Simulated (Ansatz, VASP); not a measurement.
InSe: VASP beside Ansatz

File INCAR:

```
SYSTEM = InSe
PREC = Accurate
ENCUT = 520
EDIFF = 1E-6
ISMEAR = -1
SIGMA = 0.05
LREAL = .FALSE.
LASPH = .TRUE.
NELM = 60
ALGO = Normal
ISIF = 2
LWAVE = .FALSE.
LCHARG = .FALSE.
GGA = CA
NBANDS = 27
```

File KPOINTS:

```
Automatic mesh
0
G
  8 8 8
  0 0 0
```

File POSCAR:

```
InSe
1.0
    1.9591722174      1.1311286071      8.2677067576
   -1.9591722174      1.1311286071      8.2677067576
    0.0000000000     -2.2622572143      8.2677067576
In Se
2 2
Direct
    0.8886000000      0.8886000000      0.8886000000
    0.0000000000      0.0000000000      0.0000000000
    0.1719000000      0.1719000000      0.1719000000
    0.3835000000      0.3835000000      0.3835000000
```

The input input.yaml:

```yaml
crystal:
  lattice:
    - [1.9591722174, 1.1311286071, 8.2677067576]
    - [-1.9591722174, 1.1311286071, 8.2677067576]
    - [0.0, -2.2622572143, 8.2677067576]
  atoms:
    - { symbol: In, position: [0.8886, 0.8886, 0.8886] }
    - { symbol: In, position: [0.0, 0.0, 0.0] }
    - { symbol: Se, position: [0.1719, 0.1719, 0.1719] }
    - { symbol: Se, position: [0.3835, 0.3835, 0.3835] }
hamiltonian:
  xc: lda
  pseudopotentials: { kind: paw }
kpoints:
  mp_grid: { grid: [8, 8, 8] }
scf:
  occupations: { method: fermi_dirac, width: 0.05 }
output:
  forces: true
  stress: true
  eigenvalues: true
```

Alike in both runs: task single point; functional LDA; k mesh 8 × 8 × 8; occupations fermi-dirac, width 0.05 eV; no spin polarisation.

|  | VASP | Ansatz |
| --- | --- | --- |
| version | VASP 6.6.1 | Ansatz 0.2.0 |
| potentials or method | VASP PAW LDA potentials, release 64 (In_d, Se) | Ansatz PAW |
| plane-wave cutoff (eV) | 520 | 420 |
| valence electrons in the cell | 38 | 58 |

```tsv
	VASP	Ansatz	Ansatz less VASP
gap on the k mesh at the Fermi level (eV)	0.40	0.38	-0.013
least direct gap on the mesh (eV)	0.40	0.38	-0.013
pressure (GPa)	2.1	2.0	-0.17
traceless stress, the component that is largest in VASP (GPa)	-1.12	-1.13	-0.009
rms of the force components (eV/Å)	0.281	0.267	-0.0139
```

LDA's correlation is that of Perdew and Zunger in VASP and of Perdew and Wang (1992) in Ansatz. Atom by atom the forces differ by 0.015 eV/Å (rms over components). VASP's potentials hold 38 valence electrons a cell and Ansatz's 58, so a difference there can come from the potentials and not from the codes.
